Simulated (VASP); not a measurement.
Wanted: the native input for a VASP 6.6.1 run.

```yaml
Task: electric field gradients
Functional: PBEsol
Potentials_or_basis: VASP PAW PBE potentials, release 64 (Ta_sv_GW, N)
Cutoff: 520 eV
k_mesh: 9 × 9 × 9
Occupations: fermi-dirac, width 0.02 eV
Spin: no spin polarisation
Dipole_correction: no
Further_INCAR_settings: ALGO = Normal; EDIFF = 1e-08; NBANDS = 16
```

The structure of TaN lies in POSCAR:

```
TaN
1.0
    0.0000000000      2.1790000000      2.1136300000
    2.1790000000      0.0000000000      2.1136300000
    2.1790000000      2.1790000000      0.0000000000
Ta N
1 1
Direct
    0.5000000000      0.5000000000      0.5000000000
    0.0000000000      0.0000000000      0.0000000000
```

This cell differs from its parent crystal: zz strain of -3 %.

These files were run (other wordings do the same):

INCAR

```
SYSTEM = TaN
PREC     = Accurate       ! precision mode
ENCUT    = 520            ! plane-wave cutoff, eV
EDIFF    = 1E-8           ! SCF threshold, eV
ISMEAR   = -1             ! smearing method
SIGMA    = 0.02           ! smearing width, eV
LREAL    = .FALSE.        ! projectors in reciprocal space
LASPH    = .TRUE.         ! aspherical terms in the spheres
NELM     = 120            ! most SCF steps
ALGO     = Normal         ! electronic algorithm
ISIF     = 2              ! what is computed and relaxed
LWAVE    = .FALSE.        ! write WAVECAR
LCHARG   = .FALSE.        ! write CHGCAR
GGA      = PS             ! functional
LEFG     = .TRUE.       
NBANDS   = 16             ! bands
GGA_COMPAT= .FALSE.
```

KPOINTS

```
regular mesh
0
G
  9 9 9
  0 0 0
```

Potentials or basis: VASP PAW PBE potentials, release 64 (Ta_sv_GW, N).

Command:

```bash
$ cat potpaw_PBE.64/Ta_sv_GW/POTCAR potpaw_PBE.64/N/POTCAR > POTCAR
$ mpirun -np 1 vasp_std > vasp.out
```

It gave:

```
Pressure                                : 17.4 GPa
Band gap on the k mesh                  : zero (bands 9 and 10 overlap by 4.05 eV)
Largest electric field gradient by atom : Ta -168.3; N -12.6 V/Å²
```

Caveat: the cell differs from its parent crystal (zz strain of -3 %); the stress differs along the axes, from 9 to 35 GPa; without QUAD_EFG the Cq values of the log hold for a quadrupole moment of 1 mb, not for the nuclei; the PAW data sets were made with another functional, which shifts forces and pressure a little; spin-orbit coupling is left out, which moves the levels of the heavy elements.

Run time: 30 s on 1 thread of Intel(R) Xeon(R) Platinum 8259CL CPU @ 2.50GHz (Skylake/Cascade Lake) (shared host), peak memory 0.16 GiB.
